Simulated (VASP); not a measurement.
A run of VASP 6.6.1 is set up as follows.

File INCAR:

```
SYSTEM = Al8N7
PREC = Accurate
ENCUT = 520
EDIFF = 1E-6
ISMEAR = 0
SIGMA = 0.05
LREAL = Auto
LASPH = .TRUE.
NELM = 80
ALGO = Normal
ISIF = 2
LWAVE = .FALSE.
LCHARG = .FALSE.
GGA = CA
NELECT = 56.0
NBANDS = 42
```

File KPOINTS:

```
regular mesh
0
G
  4 4 4
  0 0 0
```

POSCAR

```
Al8N7
1.0
   -4.0109247379      4.0109247379      0.0000000000
   -4.0109247379      0.0000000000      4.0109247379
    0.0000000000      4.0109247379      4.0109247379
Al N
8 7
Direct
    0.7500000000      0.7500000000      0.7500000000
    0.2500000000      0.7500000000      0.7500000000
    0.7500000000      0.2500000000      0.7500000000
    0.7500000000      0.7500000000      0.2500000000
    0.2500000000      0.2500000000      0.7500000000
    0.2500000000      0.7500000000      0.2500000000
    0.7500000000      0.2500000000      0.2500000000
    0.2500000000      0.2500000000      0.2500000000
    0.2967473244      0.9532526756      0.4532526756
    1.0000000000      0.5000000000      0.5000000000
    1.0000000000      1.0000000000      0.0000000000
    0.5000000000      0.5000000000      0.5000000000
    0.5000000000      1.0000000000      0.0000000000
    1.0000000000      0.5000000000      0.0000000000
    0.5000000000      0.5000000000      0.0000000000
```

Potentials or basis: VASP PAW LDA potentials, release 64 (Al, N).

Launch:

```sh
$ cat potpaw_LDA.64/Al/POTCAR potpaw_LDA.64/N/POTCAR > POTCAR
$ mpirun -np 1 vasp_std > vasp.out
```

**Question.** What does it give for the largest force?

**Answer.** 19.188 eV/Å.

Forces in eV/Å, atoms in the order of the input:
```
Al    2.980   2.980   0.112
Al   13.260  13.260   4.066
Al    0.030  -0.030   2.711
Al    0.449  -0.449  -2.416
Al   -0.030   0.030   2.711
Al   -0.449   0.449  -2.416
Al   -2.980  -2.980   0.112
Al  -13.260 -13.260   4.066
N     0.000   0.000  -3.908
N    -0.460  -0.460   1.058
N     0.460   0.460   1.058
N     1.516   1.516  -3.535
N    -1.516  -1.516  -3.535
N     0.010  -0.010  -0.042
N    -0.010   0.010  -0.042
```

Caveat: the cell carries a net charge on a neutralising background, which shifts energy and pressure; the cell differs from its parent crystal (atom 9 moved 0.500 of the way to it and -0.375 Å across, host rigid).
